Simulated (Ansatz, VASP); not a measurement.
# Pd: VASP beside Ansatz

```xyz
1
Lattice="0.0000 1.8477 2.0421 1.8477 0.0000 2.0421 1.8477 1.8477 0.0000" Properties=species:S:1:pos:R:3 pbc="T T T"
Pd    0.0000    0.0000    0.0000
```

Change from the starting cell: strain -0.050 along x and y, +0.050 along z, atoms carried along.

Alike in both runs: task single point; functional r2SCAN; k mesh 20 × 20 × 20; occupations gaussian, width 0.15 eV; no spin polarisation.

|  | VASP | Ansatz |
| --- | --- | --- |
| version | VASP 6.6.1 | Ansatz 0.2.0 |
| potentials or method | VASP PAW PBE potentials, release 64 (Pd), cutoff 520 eV | scalar-relativistic, plane waves, PAW |
| valence electrons in the cell | 10 | 18 |

|  | VASP | Ansatz | Ansatz less VASP |
| --- | --- | --- | --- |
| gap on the k mesh at the Fermi level (eV) | none | none | - |
| pressure (GPa) | 17.2 | 16.1 | -1.06 |
| traceless stress, the component that is largest in VASP (GPa) | -5.83 | -5.67 | +0.163 |

VASP's potentials were made for PBE, not for r2SCAN. A gap of «none» marks a metal or a gap that the smearing closes. The functional is the same, so the differences come from potentials, cutoffs and numerics. VASP's potentials hold 10 valence electrons a cell and Ansatz's 18, so a difference there can come from the potentials and not from the codes.
